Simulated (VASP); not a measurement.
# La36HO54 (a cell with a defect) in VASP: further runs, part 2 of 2

VASP 6.6.1. Earlier steps stand in the parts before.

## Step 3: Single point, HSE06

File POSCAR:

```
La36HO54
1.0
   11.8217180600     -0.0000000900      0.0000000000
   -5.9108589500     10.2379082000      0.0000000000
    0.0000000000      0.0000000000     12.3757188400
La O H
36 54 1
Direct
    0.2219037900      0.1082274800      0.3747295700
    0.1122773200      0.2225779500      0.1234822500
    0.2218841100      0.1076784500      0.8764569500
    0.1101254000      0.2167954900      0.6247373700
    0.2055386000      0.4297836100      0.3844591100
    0.1137279600      0.5511921400      0.1249045300
    0.2197006200      0.4421152100      0.8715279500
    0.1115772000      0.5576641900      0.6234752700
    0.2225154600      0.7747563700      0.3755534100
    0.1108642200      0.8863411800      0.1233244600
    0.2205688600      0.7766116100      0.8772578500
    0.1099413700      0.8874029200      0.6227894100
    0.5555717800      0.1107700500      0.3749078100
    0.4448869900      0.2205971700      0.1226757900
    0.5536372800      0.1079262600      0.8761060800
    0.4428640400      0.2183528800      0.6220720700
    0.5574804400      0.4395067400      0.3764011300
    0.4471722800      0.5498340000      0.1006281000
    0.5563919700      0.4409373500      0.8697559900
    0.4430168900      0.5543588200      0.6215445700
    0.5673978100      0.7919171300      0.3846280300
    0.4460220300      0.8835689700      0.1248944000
    0.5551381600      0.7775299200      0.8715934300
    0.4395527600      0.8856474200      0.6235442400
    0.8874400400      0.1098885300      0.3748885000
    0.7770465300      0.2203197900      0.1228068700
    0.8898286900      0.1073440200      0.8777080200
    0.7780199000      0.2191435800      0.6258461600
    0.8865839900      0.4417762500      0.3748936300
    0.7764948600      0.5522792700      0.1227115100
    0.8892784400      0.4435974700      0.8760438600
    0.7788729300      0.5544754600      0.6220151600
    0.8889634000      0.7752856700      0.3747244800
    0.7744561800      0.8848573400      0.1236215500
    0.8896495200      0.7753590400      0.8765166900
    0.7804800900      0.8869966500      0.6247815800
    0.2220953800      0.1092574700      0.1751660000
    0.1083341500      0.2173411200      0.3207607900
   -0.0006986300     -0.0018495200     -0.0019871500
    0.2224643800      0.1089797100      0.6774643600
    0.1107306200      0.2193839800      0.8222188500
   -0.0000532500     -0.0025928000      0.5018876700
    0.2326243300      0.4479700600      0.1828199000
    0.1095658500      0.5514303800      0.3239901900
    0.0082740200      0.3358367800      0.0019339200
    0.2200689100      0.4415471100      0.6730604300
    0.1102309000      0.5542280700      0.8209676400
   -0.0014813100      0.3268762900      0.4939540600
    0.2228140300      0.7743979800      0.1757901900
    0.1110116200      0.8861743200      0.3216701700
   -0.0012887800      0.6647715300     -0.0033144800
    0.2200568800      0.7771414400      0.6790114800
    0.1100153500      0.8873481600      0.8225094700
   -0.0018405600      0.6644477900      0.5000274100
    0.5547113200      0.1078532900      0.1755681200
    0.4442569800      0.2205088000      0.3211538200
    0.3325655200     -0.0014597100     -0.0031731100
    0.5570796300      0.1100644600      0.6754304100
    0.4445446200      0.2194626900      0.8205242500
    0.3327831200     -0.0009130900      0.5000910700
    0.5526506400      0.4444226500      0.1794997900
    0.4394971100      0.5580025700      0.3361739800
    0.3362673800      0.3351915900     -0.0009809000
    0.5547540200      0.4424625300      0.6724322000
    0.4439525500      0.5533009500      0.8201181100
    0.3292400500      0.3291538500      0.4966612400
    0.5491603500      0.7645603700      0.1828297100
    0.4458501000      0.8877677600      0.3238987200
    0.3354019500      0.6616281100     -0.0022026100
    0.5557549000      0.7772352500      0.6731559200
    0.4429502400      0.8869555800      0.8210618200
    0.3277142600      0.6699472100      0.5055181000
    0.8880303200      0.1091172200      0.1740236300
    0.7767694100      0.2206003700      0.3197800200
    0.6613549800     -0.0111616700      0.0018808600
    0.8881083000      0.1090661500      0.6782593400
    0.7778466000      0.2193806700      0.8264691700
    0.6702372500     -0.0011395000      0.4939620000
    0.8894869700      0.4426766500      0.1756384000
    0.7765785500      0.5529016700      0.3212370300
    0.6645260800      0.3328884600      0.0006625900
    0.8871618900      0.4401291500      0.6752880500
    0.7777942700      0.5527115500      0.8204257700
    0.6637695200      0.3331717000      0.4928480800
    0.8878813500      0.7751036800      0.1751645900
    0.7798487400      0.8888949600      0.3208495900
    0.6619871600      0.6607602600     -0.0009688800
    0.8884323600      0.7748542600      0.6775326000
    0.7778815800      0.8864362700      0.8222845000
    0.6683556100      0.6682259400      0.4970491100
    0.4053635000      0.5928086700      0.2814917700
```

File INCAR.step1:

```
SYSTEM = La36HO54
PREC = Accurate
ENCUT = 520
EDIFF = 1E-5
ISMEAR = -1
SIGMA = 0.01
LREAL = Auto
LASPH = .True.
NELM = 80
ALGO = Normal
ISIF = 2
LWAVE = .True.
LCHARG = .False.
GGA = PE
NELECT = 720.0
NBANDS = 412
NCORE = 2
```

File INCAR.step2:

```
SYSTEM = La36HO54
PREC = Accurate
ENCUT = 520
EDIFF = 1E-6
ISMEAR = -1
SIGMA = 0.01
LREAL = Auto
LASPH = .True.
NELM = 80
ALGO = Normal
ISIF = 2
LWAVE = .False.
LCHARG = .False.
GGA = PE
LHFCALC = .True.
HFSCREEN = 0.2079
PRECFOCK = Fast
ISTART = 1
NELECT = 720.0
NBANDS = 412
```

File KPOINTS:

```
Automatic mesh
0
Gamma
  1 1 1
  0 0 0
```

Potentials or basis: VASP PAW PBE potentials, release 64 (La, O, H).

Launch:

```sh
$ cat potpaw_PBE.64/La/POTCAR potpaw_PBE.64/O/POTCAR potpaw_PBE.64/H/POTCAR > POTCAR
$ cp INCAR.step1 INCAR
$ mpirun -np 8 vasp_gam > vasp.out
$ cp INCAR.step2 INCAR
$ mpirun -np 8 vasp_gam > vasp.out
```

Wall time 40 min (8 MPI ranks of AMD EPYC 7R43 (Zen 3), shared host); peak memory 1 GiB.

Results (log left out):

| Quantity | Value |
| --- | --- |
| Free energy | -890.1807 eV |
| Largest force | 0.494 eV/Å |

Forces on the atoms (eV/Å):
```
La   0.002 -0.005 -0.160
La  -0.001 -0.024  0.154
La  -0.001 -0.013 -0.163
La   0.008 -0.008  0.165
La  -0.044 -0.044 -0.133
La  -0.013  0.004  0.150
La  -0.011 -0.005 -0.155
La   0.000  0.021  0.172
La  -0.004  0.003 -0.147
La  -0.007  0.004  0.152
La  -0.015  0.009 -0.172
La   0.001  0.001  0.170
La  -0.007  0.005 -0.166
La  -0.002 -0.019  0.157
La  -0.014 -0.003 -0.160
La  -0.005 -0.007  0.164
La   0.058 -0.030 -0.135
La   0.023 -0.010  0.057
La   0.010 -0.007 -0.162
La   0.002 -0.004  0.173
La   0.023  0.064 -0.131
La  -0.009  0.010  0.149
La  -0.001  0.013 -0.157
La  -0.018 -0.011  0.171
La   0.002 -0.003 -0.161
La   0.000  0.001  0.174
La   0.015 -0.007 -0.165
La   0.005 -0.002  0.162
La  -0.009  0.002 -0.165
La   0.015  0.012  0.158
La  -0.004  0.013 -0.159
La   0.006  0.006  0.166
La   0.004  0.001 -0.159
La   0.024  0.014  0.149
La   0.013  0.007 -0.165
La   0.010 -0.002  0.165
O    0.003  0.005 -0.025
O   -0.016  0.035  0.042
O   -0.003  0.002  0.001
O   -0.004 -0.004 -0.027
O   -0.004  0.002  0.015
O   -0.002  0.000  0.000
O   -0.004  0.004 -0.013
O    0.012 -0.017  0.028
O    0.009  0.004 -0.004
O    0.004  0.010 -0.025
O    0.003 -0.008  0.015
O    0.030  0.010 -0.020
O    0.010 -0.006 -0.020
O   -0.001 -0.001  0.023
O   -0.003  0.002  0.005
O    0.008 -0.004 -0.026
O   -0.002  0.000  0.029
O   -0.002 -0.010  0.001
O    0.008  0.001 -0.021
O    0.009  0.008  0.023
O   -0.003  0.003  0.005
O    0.005  0.006 -0.033
O    0.008  0.008  0.021
O    0.004  0.004  0.000
O   -0.017  0.010 -0.026
O   -0.318  0.178 -0.309
O    0.004  0.036  0.012
O    0.000  0.003 -0.016
O    0.001  0.001  0.025
O   -0.009  0.013  0.003
O   -0.012 -0.002 -0.010
O    0.019  0.001  0.031
O    0.018 -0.014  0.014
O   -0.003 -0.002 -0.028
O    0.009  0.001  0.014
O    0.000 -0.003 -0.017
O   -0.010  0.006 -0.024
O    0.002 -0.001  0.021
O    0.000 -0.009 -0.004
O   -0.002  0.002 -0.023
O   -0.004  0.004  0.030
O    0.004 -0.032 -0.019
O   -0.003 -0.011 -0.024
O    0.001 -0.011  0.021
O   -0.005  0.002  0.004
O   -0.003 -0.003 -0.028
O   -0.004 -0.009  0.022
O   -0.009  0.009 -0.005
O   -0.001 -0.005 -0.026
O   -0.038 -0.002  0.038
O   -0.030 -0.019  0.016
O   -0.004  0.000 -0.029
O   -0.006 -0.002  0.015
O   -0.015  0.003 -0.001
H    0.310 -0.180  0.339
```

Levels at points of the mesh, in eV from the Fermi level:
```tsv
k point	band 356	band 357	band 358	band 359	band 360	band 361	band 362	band 363	band 364	band 365
(0.00, 0.00, 0.00)	-0.41	-0.41	-0.37	-0.37	-0.37	4.95	4.95	5.14	5.19	5.20
```

Caveat: the k points lie up to 0.61 Å⁻¹ apart; the cell carries a net charge on a neutralising background, which shifts energy and pressure; the cell is charged against a uniform background, so pressure and absolute levels hang on convention; the PAW data sets were made with another functional, which shifts forces and pressure a little; spin-orbit coupling is left out, which moves the levels of the heavy elements.

## Step 4: Single point, PBE

File INCAR:

```
SYSTEM = La36HO54
PREC = Accurate
ENCUT = 520
EDIFF = 1E-6
ISMEAR = -1
SIGMA = 0.01
LREAL = Auto
LASPH = .True.
NELM = 80
ALGO = Normal
ISIF = 2
LWAVE = .False.
LCHARG = .False.
GGA = PE
NBANDS = 412
NELECT = 720.0
```

KPOINTS is that of step 3.

File POSCAR:

```
La36HO54
1.0
   11.8217180592     -0.0000000912      0.0000000000
   -5.9108589506     10.2379082013      0.0000000000
    0.0000000000      0.0000000000     12.3757188400
La O H
36 54 1
Direct
    0.2220780094      0.1091821830      0.3752967342
    0.1129650214      0.2219824624      0.1234175470
    0.2220499225      0.1092498458      0.8757909269
    0.1108919948      0.2211207808      0.6227536551
    0.2184254824      0.4404150932      0.3761233328
    0.1108970006      0.5535432954      0.1241536115
    0.2227160526      0.4405697991      0.8779459973
    0.1115340536      0.5538907008      0.6260099771
    0.2183633963      0.7742965772      0.3761139784
    0.1130028168      0.8873212658      0.1233950712
    0.2226348083      0.7783567109      0.8779310744
    0.1108955443      0.8861239924      0.6227931599
    0.5552542634      0.1081752345      0.3763780618
    0.4450134001      0.2205906790      0.1244103554
    0.5543188565      0.1105064912      0.8774942764
    0.4418559569      0.2190605046      0.6228771082
    0.5551990880      0.4432957748      0.3763493729
    0.4493765548      0.5609044480      0.1276877785
    0.5542314354      0.4400525974      0.8775345785
    0.4431306130      0.5485323219      0.6267781266
    0.5361442509      0.7663956005      0.3974777637
    0.4492406117      0.8848590824      0.1275736166
    0.5535264209      0.7748516774      0.8735356875
    0.4430083845      0.8908038894      0.6268488821
    0.8894141281      0.1116018697      0.3757145757
    0.7779774471      0.2188113019      0.1236373498
    0.8898803562      0.1130350325      0.8717679120
    0.7763947900      0.2211845507      0.6232560781
    0.8875289275      0.4419128994      0.3754093684
    0.7779130761      0.5553603826      0.1236398874
    0.8899977720      0.4432133240      0.8771052024
    0.7762790568      0.5515933244      0.6232545994
    0.8895222195      0.7740566926      0.3756743722
    0.7891802796      0.8928024393      0.0991071710
    0.8898724724      0.7731273188      0.8718489817
    0.7775500688      0.8868269855      0.6239097293
    0.2228854915      0.1095931815      0.1775828244
    0.1101001375      0.2195539048      0.3222745363
    0.0009820765     -0.0011837900     -0.0004108476
    0.2189514480      0.1076394409      0.6750071576
    0.1112450678      0.2209726051      0.8211358659
   -0.0116706318     -0.0077989141      0.4940611871
    0.2240386426      0.4442782385      0.1766823948
    0.1090068117      0.5526230027      0.3211114964
    0.0006899564      0.3302691297     -0.0006825614
    0.2207081558      0.4419174534      0.6777147636
    0.1138873296      0.5550408669      0.8265502017
   -0.0014894814      0.3288344413      0.4967316052
    0.2238851960      0.7759396567      0.1765817632
    0.1101147500      0.8868757934      0.3221313329
    0.0006157667      0.6665273942     -0.0008609649
    0.2206125685      0.7750593630      0.6778602411
    0.1112976254      0.8866738014      0.8213444194
   -0.0015005878      0.6661803747      0.4965453487
    0.5551337181      0.1074359173      0.1776899164
    0.4445923833      0.2204316106      0.3239994029
    0.3322392640     -0.0013224109     -0.0018946203
    0.5552060046      0.1107373848      0.6778606947
    0.4424303772      0.2193063481      0.8214375418
    0.3312494951     -0.0025269207      0.5019067723
    0.5550366681      0.4439534388      0.1776188591
    0.4419640213      0.5540734992      0.3266246547
    0.3319452810      0.3295894575     -0.0021846652
    0.5551429437      0.4406398112      0.6779421480
    0.4441243889      0.5523100548      0.8222039939
    0.3313556790      0.3300613316      0.5018494780
    0.5734702408      0.7849511094      0.1889796273
    0.4417958392      0.8841743752      0.3264506702
    0.3486274031      0.6724122785      0.0060611661
    0.5527176944      0.7745173445      0.6728046459
    0.4441215342      0.8880781444      0.8223304391
    0.3285809838      0.6625814221      0.4973663324
    0.8888877133      0.1063346025      0.1759943801
    0.7775826371      0.2196749776      0.3215816055
    0.6676364100     -0.0044179930      0.0002872486
    0.8880534533      0.1097403251      0.6759680089
    0.7770606284      0.2214198663      0.8227528926
    0.6638083325     -0.0022728280      0.5006305332
    0.8880517931      0.4421948030      0.1751666173
    0.7774861615      0.5541353770      0.3215231079
    0.6625223632      0.3293635580     -0.0005952473
    0.8909355572      0.4436931455      0.6777400525
    0.7769432929      0.5519385499      0.8228129498
    0.6691536631      0.3326792117      0.5000078738
    0.8889218862      0.7787871899      0.1757852243
    0.7662274336      0.8811719098      0.3215350569
    0.6673092457      0.6683067730      0.0002299143
    0.8881635862      0.7746226219      0.6761845152
    0.7783571464      0.8873093533      0.8241277963
    0.6640982624      0.6623442044      0.5010427953
    0.6920251240      0.8441333995      0.2661861671
```

Launch:

```sh
$ cat potpaw_PBE.64/La/POTCAR potpaw_PBE.64/O/POTCAR potpaw_PBE.64/H/POTCAR > POTCAR
$ mpirun -np 1 vasp_gam > vasp.out
```

Run time: 54 min. Hardware: 1 thread of Oxide Virtual Turin-like, shared host; peak memory 1.5 GiB.

It converged, with:

| Item | Value |
| --- | --- |
| Free energy | -763.3587 eV |
| Largest force | 0.107 eV/Å |

Forces in eV/Å, atoms in the order of the input:
```
La   0.000  0.001 -0.018
La   0.003 -0.002  0.013
La   0.001  0.001 -0.009
La  -0.001  0.000  0.012
La   0.001 -0.003 -0.013
La  -0.001  0.002  0.014
La  -0.002 -0.003 -0.015
La   0.001  0.001  0.015
La  -0.003  0.001 -0.015
La   0.000  0.002  0.010
La  -0.002  0.002 -0.010
La   0.001  0.000  0.015
La   0.000  0.002 -0.014
La  -0.001  0.000  0.009
La  -0.003  0.002 -0.012
La   0.001 -0.001  0.016
La   0.001  0.001 -0.014
La   0.003 -0.003  0.015
La   0.000 -0.004 -0.013
La  -0.001 -0.002  0.013
La  -0.002 -0.004 -0.006
La  -0.001  0.004  0.016
La  -0.003  0.001 -0.014
La  -0.001  0.001  0.014
La   0.001 -0.005 -0.010
La  -0.003 -0.002  0.014
La   0.001  0.004 -0.017
La  -0.001 -0.002  0.012
La  -0.002  0.000 -0.014
La  -0.003  0.001  0.013
La   0.001  0.000 -0.014
La   0.000  0.000  0.013
La  -0.008  0.004 -0.011
La   0.011  0.002 -0.003
La   0.006  0.000 -0.015
La   0.000  0.003  0.007
O   -0.001 -0.001  0.000
O    0.003  0.000  0.004
O   -0.002 -0.003  0.000
O   -0.001  0.001 -0.003
O   -0.003 -0.001  0.005
O    0.003 -0.002  0.001
O    0.002  0.000 -0.010
O   -0.001  0.000  0.004
O   -0.002 -0.001  0.001
O   -0.002 -0.003 -0.003
O   -0.004  0.003  0.004
O    0.001  0.003  0.003
O    0.004  0.000 -0.005
O    0.005  0.001  0.002
O   -0.001  0.000 -0.004
O   -0.001 -0.004 -0.007
O   -0.003 -0.004  0.004
O    0.002 -0.001  0.001
O    0.002 -0.003 -0.006
O   -0.001 -0.004  0.007
O   -0.002  0.000 -0.001
O    0.000 -0.001 -0.001
O    0.000  0.000  0.003
O    0.000  0.001  0.002
O   -0.002  0.001 -0.001
O   -0.002  0.003  0.000
O    0.000  0.003  0.004
O    0.000  0.002 -0.008
O    0.002  0.002  0.009
O   -0.001  0.000  0.002
O   -0.003  0.000 -0.004
O   -0.001  0.002 -0.002
O    0.001  0.000  0.001
O    0.002  0.005  0.001
O    0.003  0.001  0.001
O    0.004  0.002  0.003
O    0.002 -0.002 -0.001
O    0.000  0.000  0.002
O   -0.002 -0.001 -0.003
O   -0.001  0.000 -0.004
O    0.001  0.000  0.005
O   -0.003 -0.002  0.002
O    0.003  0.000 -0.009
O    0.002  0.000  0.000
O    0.000 -0.002  0.002
O    0.005  0.001 -0.005
O    0.003 -0.001  0.007
O    0.004  0.004  0.002
O   -0.002  0.002 -0.008
O    0.067  0.040  0.073
O    0.000  0.002  0.001
O    0.000 -0.002 -0.003
O   -0.003 -0.003  0.010
O   -0.003 -0.003  0.000
H   -0.065 -0.039 -0.063
```

Levels at points of the mesh, in eV from the Fermi level:
| k point | band 356 | band 357 | band 358 | band 359 | band 360 | band 361 | band 362 | band 363 | band 364 | band 365 |
| --- | --- | --- | --- | --- | --- | --- | --- | --- | --- | --- |
| (0.00, 0.00, 0.00) | -0.30 | -0.30 | -0.27 | -0.27 | -0.25 | 3.64 | 3.66 | 3.73 | 3.77 | 3.78 |

Caveat: the k points lie up to 0.61 Å⁻¹ apart; the cell carries a net charge on a neutralising background, which shifts energy and pressure; the cell is charged against a uniform background, so pressure and absolute levels hang on convention; spin-orbit coupling is left out, which moves the levels of the heavy elements.
